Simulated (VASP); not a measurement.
# InP (F-43m) in VASP: single point with PBE

Aim: the single point of InP with PBE.

Everything below comes from runs of VASP 6.6.1. Logs are shortened: lines on timing, memory, paths and dates and some standing lists are left out, and cuts for length are marked.

**1. The cell of the first run**

Symmetry: F-43m, No. 216, cubic system. The conventional cell has a = 5.904 Å, b = 5.904 Å, c = 5.904 Å, α = 90.00°, β = 90.00°, γ = 90.00°. Within 3.4 Å of In (site symmetry -43m) lie 4 P at 2.56 Å. Within 3.4 Å of P (site symmetry -43m) lie 4 In at 2.56 Å.

**2. Single point, PBE**

File INCAR:

```
PREC     = Accurate       # precision mode
ENCUT    = 500            # plane-wave cutoff, eV
EDIFF    = 1E-6           # SCF threshold, eV
ISMEAR   = 0              # smearing method
SIGMA    = 0.1            # smearing width, eV
LREAL    = False          # projectors in reciprocal space
LASPH    = True           # aspherical terms in the spheres
NELM     = 120            # most SCF steps
ALGO     = Normal         # electronic algorithm
ISIF     = 2              # what is computed and relaxed
LWAVE    = False          # write WAVECAR
LCHARG   = False          # write CHGCAR
GGA      = PE             # functional
NBANDS   = 16             # bands
GGA_COMPAT= False
```

File KPOINTS:

```
Automatic mesh
0
Gamma
  6 6 6
```

File POSCAR:

```
InP
1.0
    0.0000000000      2.9519760000      2.9519760000
    2.9519760000      0.0000000000      2.9519760000
    2.9519760000      2.9519760000      0.0000000000
In P
1 1
Direct
    0.0000000000      0.0000000000      0.0000000000
    0.2500000000      0.2500000000      0.2500000000
```

Potentials or basis: VASP PAW PBE potentials, release 64 (In_d, P).

The run is started by

```
> cat potpaw_PBE.64/In_d/POTCAR potpaw_PBE.64/P/POTCAR > POTCAR
> mpirun -np 1 vasp_std > vasp.out
```

OUTCAR:

```text
PREC = Accurate
   ENCUT = 500
   EDIFF = 1E-6
   ISMEAR = 0
   LREAL = False
   LASPH = True
   NELM = 120
   ISIF = 2
   GGA = PE

 ion  position               nearest neighbor table
   1  0.000  0.000  0.000-   2 2.56   2 2.56   2 2.56   2 2.56
   2  0.250  0.250  0.250-   1 2.56   1 2.56   1 2.56   1 2.56

  LATTYP: Found a face centered cubic cell.
 ALAT       =     5.9039520000

  Lattice vectors:

 A1 = (   0.0000000000,   2.9519760000,   2.9519760000)
 A2 = (   2.9519760000,   0.0000000000,   2.9519760000)
 A3 = (   2.9519760000,   2.9519760000,   0.0000000000)

Analysis of symmetry for initial positions (statically):
=====================================================================
 Subroutine PRICEL returns:
 Original cell was already a primitive cell.

 Routine SETGRP: Setting up the symmetry group for a
 face centered cubic supercell.

 Subroutine GETGRP returns: Found 24 space group operations
 (whereof 24 operations were pure point group operations)
 out of a pool of 48 trial point group operations.

The static configuration has the point symmetry T_d .

Analysis of symmetry for dynamics (positions and initial velocities):
=====================================================================
 Subroutine PRICEL returns:
 Original cell was already a primitive cell.

 Routine SETGRP: Setting up the symmetry group for a
 face centered cubic supercell.

 Subroutine GETGRP returns: Found 24 space group operations
 (whereof 24 operations were pure point group operations)
 out of a pool of 48 trial point group operations.

The dynamic configuration has the point symmetry T_d .

 Subroutine INISYM returns: Found 24 space group operations
 (whereof 24 operations are pure point group operations),
 and found     1 'primitive' translations

----------------------------------------------------------------------------------------

                                     Primitive cell

  volume of cell :      51.4480

  direct lattice vectors                    reciprocal lattice vectors
     0.000000000  2.951976000  2.951976000    -0.169378071  0.169378071  0.169378071
     2.951976000  0.000000000  2.951976000     0.169378071 -0.169378071  0.169378071
     2.951976000  2.951976000  0.000000000     0.169378071  0.169378071 -0.169378071

  length of vectors
     4.174724495  4.174724495  4.174724495     0.293371424  0.293371424  0.293371424

  position of ions in fractional coordinates (direct lattice)
     0.000000000  0.000000000  0.000000000
     0.250000000  0.250000000  0.250000000

  ion indices of the primitive-cell ions
   primitive index   ion index
                 1           1
                 2           2

----------------------------------------------------------------------------------------

 KPOINTS: Automatic mesh

Automatic generation of k-mesh.
 Grid dimensions read from file:
 generate k-points for:    6    6    6

 Generating k-lattice:

  Cartesian coordinates                     Fractional coordinates (reciprocal lattice)
    -0.028229678  0.028229678  0.028229678     0.166666667  0.000000000  0.000000000
     0.028229678 -0.028229678  0.028229678     0.000000000  0.166666667  0.000000000
     0.028229678  0.028229678 -0.028229678     0.000000000  0.000000000  0.166666667

  Length of vectors
     0.048895237  0.048895237  0.048895237

  Shift w.r.t. Gamma in fractional coordinates (k-lattice)
     0.000000000  0.000000000  0.000000000

 Subroutine IBZKPT returns following result:
 ===========================================

 Found     16 irreducible k-points:

 Following reciprocal coordinates:
            Coordinates               Weight
  0.000000  0.000000  0.000000      1.000000
  0.166667  0.000000  0.000000      8.000000
  0.333333  0.000000  0.000000      8.000000
  0.500000  0.000000  0.000000      4.000000
  0.166667  0.166667  0.000000      6.000000
  0.333333  0.166667  0.000000     24.000000
[... 8 lines left out ...]
 -0.333333  0.333333  0.166667     24.000000
 -0.333333  0.500000  0.166667     12.000000
   k-points           NKPTS =     16   k-points in BZ     NKDIM =     16   number of bands    NBANDS=     16
   number of dos      NEDOS =    301   number of ions     NIONS =      2
   total plane-waves  NPLWV =  27000
   dimension x,y,z NGX =    30 NGY =   30 NGZ =   30
   dimension x,y,z NGXF=    60 NGYF=   60 NGZF=   60
   ions per type =               1   1
   NGX,Y,Z   is equivalent  to a cutoff of  11.95, 11.95, 11.95 a.u.
   NGXF,Y,Z  is equivalent  to a cutoff of  23.89, 23.89, 23.89 a.u.
 SYSTEM =  unknown system
   PREC   = accura    normal or accurate (medium, high low for compatibility)
   ISTART =      0    job   : 0-new  1-cont  2-samecut
   ICHARG =      2    charge: 1-file 2-atom 10-const
   ISPIN  =      1    spin polarized calculation?
   LNONCOLLINEAR =      F non collinear calculations
   LSORBIT =      F    spin-orbit coupling
   LASPH  =      T    aspherical Exc in radial PAW
   ENCUT  =  500.0 eV  36.75 Ry    6.06 a.u.   7.61  7.61  7.61*2*pi/ulx,y,z
   NELM   =    120;   NELMIN=  2; NELMDL= -5     # of ELM steps
   EDIFF  = 0.1E-05   stopping-criterion for ELM
   LREAL  =      F    real-space projection
   EDIFFG = 0.1E-04   stopping-criterion for IOM
   NSW    =      0    number of steps for IOM
   IBRION =     -1    ionic relax: 0-MD 1-quasi-New 2-CG
   NFREE  =      0    steps in history (QN), initial steepest desc. (CG)
   ISIF   =      2    stress and relaxation
   ISYM   =      2    0-nonsym 1-usesym 2-fastsym
   POTIM  = 0.5000    time-step for ionic-motion
   TEBEG  =    0.0;   TEEND  =   0.0 temperature during run
   PSTRESS=    0.0 pullay stress
   NELECT =      18.0000    total number of electrons
   NUPDOWN=      -1.0000    fix difference up-down
   EMIN   =  10.00;   EMAX   =-10.00  energy-range for DOS
   EFERMI =   0.00;   METHOD = LEGACY
   ISMEAR =     0;   SIGMA  =   0.10  broadening in eV -4-tet -1-fermi 0-gaus
   EFERMI_NEDOS =   21; number of points for ismear=-14 and -15
   IALGO  =     38    algorithm
   IMIX   =      4    mixing-type and parameters
     AMIX     =   0.40;   BMIX     =  1.00
     AMIX_MAG =   1.60;   BMIX_MAG =  1.00
  volume/ion in A,a.u.               =      25.72       173.59
  Fermi-wavevector in a.u.,A,eV,Ry     =   1.153567  2.179926 18.105503  1.330717
  Thomas-Fermi vector in A             =   2.290210
   LORBIT       =      0    0 simple, 1 ext, 2 COOP (PROOUT), +10 PAW based schemes
   GGA     = PE    functional components
   LHFCALC =     F    Hartree Fock is set to
   AEXX    =    0.0000 exact exchange contribution
   IVDW    =     0    specifies the selected vdW correction
   LEPSILON=     F    determine dielectric tensor
   LRPA    =     F    only Hartree local field effects (RPA)
 non-spin polarized calculation
 Gauss-broadening in eV      SIGMA  =   0.10
  energy-cutoff  :      500.00
  volume of cell :       51.45
 maximum number of plane-waves:      1315
   NGX = 15   NGY = 15   NGZ = 15

 number of electron      17.9999997 magnetization

 Free energy of the ion-electron system (eV)
  ---------------------------------------------------
  ext. energy  EPLUGINS =         0.00000000
  ---------------------------------------------------
  free energy    TOTEN  =        -8.38771846 eV

  energy without entropy =       -8.38771831  energy(sigma->0) =       -8.38771839

 E-fermi :   5.2622     XC(G=0):  -9.1836

 val. band max:        4.9581897272   @ k =   0.0000   0.0000   0.0000
 cond. band min:       5.5484819724   @ k =   0.0000   0.0000   0.0000
 fundamental gap:      0.5902922452
 Fermi energy:         5.2621814209

 k-point     1 :       0.0000    0.0000    0.0000
  band No.  band energies     occupation
      1      -9.1931      2.00000
      2      -9.1931      2.00000
      3      -9.1931      2.00000
      4      -9.0521      2.00000
      5      -9.0521      2.00000
      6      -6.4119      2.00000
[... 8 lines left out ...]
     15      14.3693      0.00000
     16      14.3693      0.00000

 k-point     2 :       0.1667    0.0000    0.0000
  band No.  band energies     occupation
      1      -9.2220      2.00000
      2      -9.1816      2.00000
      3      -9.1816      2.00000
      4      -9.0516      2.00000
      5      -9.0516      2.00000
      6      -6.1097      2.00000
[... 8 lines left out ...]
     15      13.5570      0.00000
     16      14.3670      0.00000

 k-point     3 :       0.3333    0.0000    0.0000
  band No.  band energies     occupation
      1      -9.2761      2.00000
      2      -9.1632      2.00000
      3      -9.1632      2.00000
      4      -9.0456      2.00000
      5      -9.0456      2.00000
      6      -5.3319      2.00000
[... 8 lines left out ...]
     15      14.0226      0.00000
     16      14.0226      0.00000

 k-point     4 :       0.5000    0.0000    0.0000
  band No.  band energies     occupation
      1      -9.3017      2.00000
      2      -9.1570      2.00000
      3      -9.1570      2.00000
      4      -9.0394      2.00000
      5      -9.0394      2.00000
      6      -4.7585      2.00000
[... 8 lines left out ...]
     15      15.5459      0.00000
     16      15.5459      0.00000
[... 172 lines left out ...]
 k-point    14 :       0.5000    0.3333    0.1667
  band No.  band energies     occupation
      1      -9.3147      2.00000
      2      -9.1426      2.00000
      3      -9.1255      2.00000
      4      -9.0697      2.00000
      5      -9.0351      2.00000
      6      -4.7266      2.00000
[... 8 lines left out ...]
     15      15.9627      0.00000
     16      16.6033      0.00000

 k-point    15 :      -0.3333    0.3333    0.1667
  band No.  band energies     occupation
      1      -9.3237      2.00000
      2      -9.1431      2.00000
      3      -9.1155      2.00000
      4      -9.0646      2.00000
      5      -9.0395      2.00000
      6      -4.2706      2.00000
[... 8 lines left out ...]
     15      15.9664      0.00000
     16      16.4319      0.00000

 k-point    16 :      -0.3333    0.5000    0.1667
  band No.  band energies     occupation
      1      -9.3420      2.00000
      2      -9.1262      2.00000
      3      -9.1034      2.00000
      4      -9.0780      2.00000
      5      -9.0317      2.00000
      6      -4.0755      2.00000
[... 8 lines left out ...]
     15      16.1330      0.00000
     16      16.8188      0.00000

------------------------ aborting loop because EDIFF is reached ----------------------------------------

  FORCE on cell =-STRESS in cart. coord.  units (eV):
  Direction    XX          YY          ZZ          XY          YZ          ZX
  --------------------------------------------------------------------------------------
  -------------------------------------------------------------------------------------
  Total        0.5520941      0.5520941      0.5520941      0.0000000      0.0000000      0.0000000
  in kB       17.1931405     17.1931405     17.1931405      0.0000000      0.0000000      0.0000000
  external PRESSURE =      17.1931405 kB  Pullay stress =       0.0000000 kB

 VOLUME and BASIS-vectors are now :
 -----------------------------------------------------------------------------
  energy-cutoff  :      500.00
  volume of cell :       51.45
      direct lattice vectors                 reciprocal lattice vectors
     0.000000000  2.951976000  2.951976000    -0.169378071  0.169378071  0.169378071
     2.951976000  0.000000000  2.951976000     0.169378071 -0.169378071  0.169378071
     2.951976000  2.951976000  0.000000000     0.169378071  0.169378071 -0.169378071

 POSITION                                       TOTAL-FORCE (eV/Angst)
 -----------------------------------------------------------------------------------
      0.00000      0.00000      0.00000         0.000000      0.000000     -0.000000
      1.47599      1.47599      1.47599        -0.000000     -0.000000      0.000000
 -----------------------------------------------------------------------------------
    total drift:                                0.000000      0.000000     -0.000000

  FREE ENERGIE OF THE ION-ELECTRON SYSTEM (eV)
  ---------------------------------------------------
  free  energy   TOTEN  =        -8.3877184599 eV

  energy  without entropy=       -8.3877183119  energy(sigma->0) =       -8.38771839
```

Run time: 24 s. Hardware: 1 thread of Intel Xeon 8259CL, shared host; peak memory 0.17 GiB.

Results:

```yaml
Free_energy: -8.3877 eV
Pressure: 1.7 GPa
Band_gap_on_the_k_mesh: 0.59 eV, direct
```

Caveat: spin-orbit coupling is left out, which moves the levels of the heavy elements.
